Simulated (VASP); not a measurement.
# CsNaP2 (P4/mmm) in VASP: a series of runs

The runs below take CsNaP2 through single point, relaxation of cell and atoms, with PBE.

Everything below comes from runs of VASP 6.6.1. Logs are shortened: lines on timing, memory, paths and dates and some standing lists are left out, and cuts for length are marked.

## Step 1: The cell of the first run

It takes space group P4/mmm (No. 123, tetragonal). The conventional cell has a = 3.978 Å, b = 3.978 Å, c = 7.956 Å, α = 90.00°, β = 90.00°, γ = 90.00°. Cs (site symmetry 4/mmm) has 8 P at 3.44 Å and 4 Cs at 3.98 Å and 2 Na at 3.98 Å within 4.5 Å. Within 4.5 Å of Na (site symmetry 4/mmm) lie 8 P at 3.44 Å and 4 Na at 3.98 Å and 2 Cs at 3.98 Å. P (site symmetry 4mm) has 4 Cs at 3.44 Å and 4 Na at 3.44 Å and 6 P at 3.98 Å within 4.5 Å.

## Step 2: Single point, PBE

Contents of INCAR:

```
PREC = Accurate
ENCUT = 520
EDIFF = 1E-6
ISMEAR = 0
SIGMA = 0.1
LREAL = F
LASPH = T
NELM = 100
ALGO = Normal
ISIF = 2
LWAVE = F
LCHARG = F
GGA = PE
NBANDS = 21
```

Contents of KPOINTS:

```
Automatic mesh
0
Gamma
  4 4 2
```

Contents of POSCAR:

```
CsNaP2
1.0
    3.9779433500      0.0000000000      0.0000000000
    0.0000000000      3.9779433500      0.0000000000
    0.0000000000      0.0000000000      7.9558867100
Cs Na P
1 1 2
Direct
    0.0000000000      0.0000000000      0.5000000000
    0.0000000000      0.0000000000      0.0000000000
    0.5000000000      0.5000000000      0.2500000000
    0.5000000000      0.5000000000      0.7500000000
```

Potentials or basis: VASP PAW PBE potentials, release 64 (Cs_sv, Na_pv, P).

The run is started by

```sh
> cat potpaw_PBE.64/Cs_sv/POTCAR potpaw_PBE.64/Na_pv/POTCAR potpaw_PBE.64/P/POTCAR > POTCAR
> mpirun -np 1 vasp_std > vasp.out
```

OUTCAR:

```text
PREC = Accurate
   ENCUT = 520
   EDIFF = 1E-6
   ISMEAR = 0
   LREAL = F
   LASPH = T
   NELM = 100
   ISIF = 2
   GGA = PE

 ion  position               nearest neighbor table
   1  0.000  0.000  0.500-
   2  0.000  0.000  0.000-
   3  0.500  0.500  0.250-
   4  0.500  0.500  0.750-

  LATTYP: Found a simple tetragonal cell.
 ALAT       =     3.9779433500
 C/A-ratio  =     2.0000000025

  Lattice vectors:

 A1 = (   3.9779433500,   0.0000000000,   0.0000000000)
 A2 = (   0.0000000000,   3.9779433500,   0.0000000000)
 A3 = (   0.0000000000,   0.0000000000,   7.9558867100)

Analysis of symmetry for initial positions (statically):
=====================================================================
 Subroutine PRICEL returns:
 Original cell was already a primitive cell.

 Routine SETGRP: Setting up the symmetry group for a
 simple tetragonal supercell.

 Subroutine GETGRP returns: Found 16 space group operations
 (whereof 16 operations were pure point group operations)
 out of a pool of 16 trial point group operations.

The static configuration has the point symmetry D_4h.

Analysis of symmetry for dynamics (positions and initial velocities):
=====================================================================
 Subroutine PRICEL returns:
 Original cell was already a primitive cell.

 Routine SETGRP: Setting up the symmetry group for a
 simple tetragonal supercell.

 Subroutine GETGRP returns: Found 16 space group operations
 (whereof 16 operations were pure point group operations)
 out of a pool of 16 trial point group operations.

The dynamic configuration has the point symmetry D_4h.

 Subroutine INISYM returns: Found 16 space group operations
 (whereof 16 operations are pure point group operations),
 and found     1 'primitive' translations

----------------------------------------------------------------------------------------

                                     Primitive cell

  volume of cell :     125.8942

  direct lattice vectors                    reciprocal lattice vectors
     3.977943350  0.000000000  0.000000000     0.251386184  0.000000000  0.000000000
     0.000000000  3.977943350  0.000000000     0.000000000  0.251386184  0.000000000
     0.000000000  0.000000000  7.955886710     0.000000000  0.000000000  0.125693092

  length of vectors
     3.977943350  3.977943350  7.955886710     0.251386184  0.251386184  0.125693092

  position of ions in fractional coordinates (direct lattice)
     0.000000000  0.000000000  0.500000000
     0.000000000  0.000000000  0.000000000
     0.500000000  0.500000000  0.250000000
     0.500000000  0.500000000  0.750000000

  ion indices of the primitive-cell ions
   primitive index   ion index
                 1           1
                 2           2
                 3           3
                 4           4

----------------------------------------------------------------------------------------

 KPOINTS: Automatic mesh

Automatic generation of k-mesh.
 Grid dimensions read from file:
 generate k-points for:    4    4    2

 Generating k-lattice:

  Cartesian coordinates                     Fractional coordinates (reciprocal lattice)
     0.062846546  0.000000000  0.000000000     0.250000000  0.000000000  0.000000000
     0.000000000  0.062846546  0.000000000     0.000000000  0.250000000  0.000000000
     0.000000000  0.000000000  0.062846546     0.000000000  0.000000000  0.500000000

  Length of vectors
     0.062846546  0.062846546  0.062846546

  Shift w.r.t. Gamma in fractional coordinates (k-lattice)
     0.000000000  0.000000000  0.000000000

 Subroutine IBZKPT returns following result:
 ===========================================

 Found     12 irreducible k-points:

 Following reciprocal coordinates:
            Coordinates               Weight
  0.000000  0.000000  0.000000      1.000000
  0.250000  0.000000  0.000000      4.000000
  0.500000  0.000000  0.000000      2.000000
  0.250000  0.250000  0.000000      4.000000
  0.500000  0.250000  0.000000      4.000000
  0.500000  0.500000  0.000000      1.000000
  0.000000  0.000000  0.500000      1.000000
  0.250000  0.000000  0.500000      4.000000
  0.500000  0.000000  0.500000      2.000000
  0.250000  0.250000  0.500000      4.000000
  0.500000  0.250000  0.500000      4.000000
  0.500000  0.500000  0.500000      1.000000
   k-points           NKPTS =     12   k-points in BZ     NKDIM =     12   number of bands    NBANDS=     21
   number of dos      NEDOS =    301   number of ions     NIONS =      4
   total plane-waves  NPLWV =  54000
   dimension x,y,z NGX =    30 NGY =   30 NGZ =   60
   dimension x,y,z NGXF=    60 NGYF=   60 NGZF=  120
   ions per type =               1   1   2
   NGX,Y,Z   is equivalent  to a cutoff of  12.54, 12.54, 12.54 a.u.
   NGXF,Y,Z  is equivalent  to a cutoff of  25.08, 25.08, 25.08 a.u.
 SYSTEM =  unknown system
   PREC   = accura    normal or accurate (medium, high low for compatibility)
   ISTART =      0    job   : 0-new  1-cont  2-samecut
   ICHARG =      2    charge: 1-file 2-atom 10-const
   ISPIN  =      1    spin polarized calculation?
   LNONCOLLINEAR =      F non collinear calculations
   LSORBIT =      F    spin-orbit coupling
   LASPH  =      T    aspherical Exc in radial PAW
   ENCUT  =  520.0 eV  38.22 Ry    6.18 a.u.   7.40  7.40 14.79*2*pi/ulx,y,z
   NELM   =    100;   NELMIN=  2; NELMDL= -5     # of ELM steps
   EDIFF  = 0.1E-05   stopping-criterion for ELM
   LREAL  =      F    real-space projection
   EDIFFG = 0.1E-04   stopping-criterion for IOM
   NSW    =      0    number of steps for IOM
   IBRION =     -1    ionic relax: 0-MD 1-quasi-New 2-CG
   NFREE  =      0    steps in history (QN), initial steepest desc. (CG)
   ISIF   =      2    stress and relaxation
   ISYM   =      2    0-nonsym 1-usesym 2-fastsym
   POTIM  = 0.5000    time-step for ionic-motion
   TEBEG  =    0.0;   TEEND  =   0.0 temperature during run
   PSTRESS=    0.0 pullay stress
   NELECT =      26.0000    total number of electrons
   NUPDOWN=      -1.0000    fix difference up-down
   EMIN   =  10.00;   EMAX   =-10.00  energy-range for DOS
   EFERMI =   0.00;   METHOD = LEGACY
   ISMEAR =     0;   SIGMA  =   0.10  broadening in eV -4-tet -1-fermi 0-gaus
   EFERMI_NEDOS =   21; number of points for ismear=-14 and -15
   IALGO  =     38    algorithm
   IMIX   =      4    mixing-type and parameters
     AMIX     =   0.40;   BMIX     =  1.00
     AMIX_MAG =   1.60;   BMIX_MAG =  1.00
  volume/ion in A,a.u.               =      31.47       212.39
  Fermi-wavevector in a.u.,A,eV,Ry     =   0.967678  1.828646 12.740495  0.936400
  Thomas-Fermi vector in A             =   2.097583
   LORBIT       =      0    0 simple, 1 ext, 2 COOP (PROOUT), +10 PAW based schemes
   GGA     = PE    functional components
   LHFCALC =     F    Hartree Fock is set to
   AEXX    =    0.0000 exact exchange contribution
   IVDW    =     0    specifies the selected vdW correction
   LEPSILON=     F    determine dielectric tensor
   LRPA    =     F    only Hartree local field effects (RPA)
 non-spin polarized calculation
 Gauss-broadening in eV      SIGMA  =   0.10
  energy-cutoff  :      520.00
  volume of cell :      125.89
 maximum number of plane-waves:      3429
 NGX is ok and might be reduce to    30
   NGX = 15   NGY = 15   NGZ = 29

 number of electron      25.9999987 magnetization

 Free energy of the ion-electron system (eV)
  ---------------------------------------------------
  ext. energy  EPLUGINS =         0.00000000
  ---------------------------------------------------
  free energy    TOTEN  =       -10.68796338 eV

  energy without entropy =      -10.65644717  energy(sigma->0) =      -10.67220527

 E-fermi :   1.2819     XC(G=0):  -8.2641

 val. band max:        1.2320782244   @ k =   0.2500   0.2500   0.5000
 cond. band min:       1.2826317734   @ k =   0.2500   0.2500   0.0000
 fundamental gap:      0.0505535490
 Fermi energy:         1.2818890530

 k-point     1 :       0.0000    0.0000    0.0000
  band No.  band energies     occupation
      1     -22.0979      2.00000
      2     -22.0755      2.00000
      3     -22.0755      2.00000
      4     -19.5168      2.00000
      5      -8.1001      2.00000
      6      -7.6710      2.00000
[... 13 lines left out ...]
     20       8.1163      0.00000
     21       8.8304      0.00000

 k-point     2 :       0.2500    0.0000    0.0000
  band No.  band energies     occupation
      1     -22.0974      2.00000
      2     -22.0802      2.00000
      3     -22.0751      2.00000
      4     -19.4575      2.00000
      5      -7.9401      2.00000
      6      -7.7480      2.00000
[... 13 lines left out ...]
     20       7.2508      0.00000
     21       8.4001      0.00000

 k-point     3 :       0.5000    0.0000    0.0000
  band No.  band energies     occupation
      1     -22.0969      2.00000
      2     -22.0849      2.00000
      3     -22.0747      2.00000
      4     -19.3964      2.00000
      5      -8.2871      2.00000
      6      -7.0732      2.00000
[... 13 lines left out ...]
     20       8.0598      0.00000
     21       8.1083      0.00000
[... 169 lines left out ...]
 k-point    11 :       0.5000    0.2500    0.5000
  band No.  band energies     occupation
      1     -22.0964      2.00000
      2     -22.0843      2.00000
      3     -22.0792      2.00000
      4     -19.3430      2.00000
      5      -7.8674      2.00000
      6      -7.0607      2.00000
[... 13 lines left out ...]
     20       8.0884      0.00000
     21       8.1231      0.00000

 k-point    12 :       0.5000    0.5000    0.5000
  band No.  band energies     occupation
      1     -22.0960      2.00000
      2     -22.0837      2.00000
      3     -22.0837      2.00000
      4     -19.2884      2.00000
      5      -6.9595      2.00000
      6      -6.9595      2.00000
[... 13 lines left out ...]
     20       8.5615      0.00000
     21      10.0781      0.00000

------------------------ aborting loop because EDIFF is reached ----------------------------------------

  FORCE on cell =-STRESS in cart. coord.  units (eV):
  Direction    XX          YY          ZZ          XY          YZ          ZX
  --------------------------------------------------------------------------------------
  -------------------------------------------------------------------------------------
  Total       -1.8758724     -1.8758724     -1.0639988      0.0000000     -0.0000000     -0.0000000
  in kB      -23.8730606    -23.8730606    -13.5408510      0.0000000     -0.0000000     -0.0000000
  external PRESSURE =     -20.4289907 kB  Pullay stress =       0.0000000 kB

 VOLUME and BASIS-vectors are now :
 -----------------------------------------------------------------------------
  energy-cutoff  :      520.00
  volume of cell :      125.89
      direct lattice vectors                 reciprocal lattice vectors
     3.977943350  0.000000000  0.000000000     0.251386184  0.000000000  0.000000000
     0.000000000  3.977943350  0.000000000     0.000000000  0.251386184  0.000000000
     0.000000000  0.000000000  7.955886710     0.000000000  0.000000000  0.125693092

 POSITION                                       TOTAL-FORCE (eV/Angst)
 -----------------------------------------------------------------------------------
      0.00000      0.00000      3.97794         0.000000     -0.000000      0.000000
      0.00000      0.00000      0.00000         0.000000     -0.000000      0.000000
      1.98897      1.98897      1.98897         0.000000     -0.000000     -1.025085
      1.98897      1.98897      5.96692        -0.000000      0.000000      1.025085
 -----------------------------------------------------------------------------------
    total drift:                                0.000000      0.000000      0.000000

  FREE ENERGIE OF THE ION-ELECTRON SYSTEM (eV)
  ---------------------------------------------------
  free  energy   TOTEN  =       -10.6879633808 eV

  energy  without entropy=      -10.6564471662  energy(sigma->0) =      -10.67220527
```

It took 15 s on 1 thread of Intel Xeon Platinum 8559C (Emerald Rapids), shared host; peak memory 0.23 GiB.

What came out:

- Free energy: -10.6880 eV
- Pressure: -2.0 GPa
- Largest force: 1.025 eV/Å
- Band gap on the k mesh: zero (band 13 reaches 1.95 eV, above the bottom of band 14 at 0.45 eV)

Forces on the atoms (eV/Å):
```
Cs   0.000  0.000  0.000
Na   0.000  0.000  0.000
P    0.000  0.000 -1.025
P    0.000  0.000  1.025
```

Caveat: the k points lie up to 0.39 Å⁻¹ apart; spin-orbit coupling is left out, which moves the levels of the heavy elements; forces of over 1 eV/Å act on the atoms, so gaps and moduli don't describe the material at rest.

(Continued in part 2 of 2.)
